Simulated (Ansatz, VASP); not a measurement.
## BeTe in VASP and in Ansatz

```
Te Be
1.0
     0.00000    2.77000    2.77000
     2.77000    0.00000    2.77000
     2.77000    2.77000    0.00000
Te Be
1 1
Direct
  0.75000 0.75000 0.75000
  0.00000 0.00000 0.00000
```

Alike in both runs: functional PBE; k mesh 8 × 8 × 8; occupations fermi-dirac, width 0.05 eV; non-collinear spin, spin-orbit coupling.

```csv
,VASP,Ansatz
version,VASP 6.6.1,Ansatz 0.2.0
potentials or method,"VASP PAW PBE potentials, release 64 (Te, Be)",Ansatz PAW
plane-wave cutoff (eV),520,420
valence electrons in the cell,8,18
task,single point,band structure
```

```tsv
	VASP	Ansatz	Ansatz less VASP
pressure (GPa)	4.5	4.3	-0.21
net moment per atom (μB)	0.00	0.00	0.000
```

With one functional, cell and mesh, what is left measures potentials, basis and numerics. VASP's potentials hold 8 valence electrons a cell and Ansatz's 18, so a difference there can come from the potentials and not from the codes.
